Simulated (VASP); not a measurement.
TaN: single point with BLYP+D3(BJ)

Crystal: TaN.

```
Ta N
1.0
     5.20311    0.00000    0.00000
    -2.60155    4.50602    0.00000
     0.00000    0.00000    2.90393
Ta N
3 3
Direct
  0.33333 0.66667 0.50000
  0.66667 0.33333 0.50000
  0.00000 0.00000 0.00000
  0.39223 0.00000 0.00000
  0.60777 0.60777 0.00000
  0.00000 0.39223 0.00000
```

```json
{"Program": "VASP 6.6.1", "Task": "single point", "Functional": "BLYP", "Dispersion": "D3(BJ)", "Potentials or basis": "VASP PAW PBE potentials, release 64 (Ta_pv, N)", "Cutoff": "520 eV", "k mesh": "6 × 6 × 9", "Occupations": "methfessel-paxton, width 0.1 eV", "Spin": "no spin polarisation", "Dipole correction": "no", "Further INCAR settings": "ALGO = Normal; EDIFF = 1e-07; NBANDS = 33"}
```

```json
{"Pressure": "2.0 GPa", "Largest force": "0.022 eV/Å", "Band gap on the k mesh": "zero (band 24 reaches 10.60 eV, above the bottom of band 25 at 7.49 eV)", "Dispersion energy per atom": "-1.029 eV"}
```

Forces in eV/Å, atoms in the order of the input:
```
Ta   0.000  0.000  0.000
Ta   0.000  0.000  0.000
Ta   0.000  0.000  0.000
N    0.022  0.000  0.000
N   -0.011 -0.019  0.000
N   -0.011  0.019  0.000
```

Levels at points of the mesh, in eV from the Fermi level:
```
           k point  band 20  band 21  band 22  band 23  band 24  band 25  band 26  band 27  band 28  band 29
(0.00, 0.00, 0.00)    -5.01    -4.27    -3.30    -1.91    -0.93    -0.93     0.64     0.64     1.74     1.94
(0.50, 0.00, 0.00)    -4.57    -3.93    -3.87    -2.79    -2.61     1.23     1.81     1.93     2.38     2.39
```

It took 61 s on 1 thread of Intel(R) Xeon(R) 6975P-C (Granite Rapids), with other jobs on the host, peak memory 0.22 GiB.

Caveat: the PAW data sets were made with another functional, which shifts forces and pressure a little; spin-orbit coupling is left out, which moves the levels of the heavy elements; pairwise dispersion overbinds metals, which lowers pressure and volume.
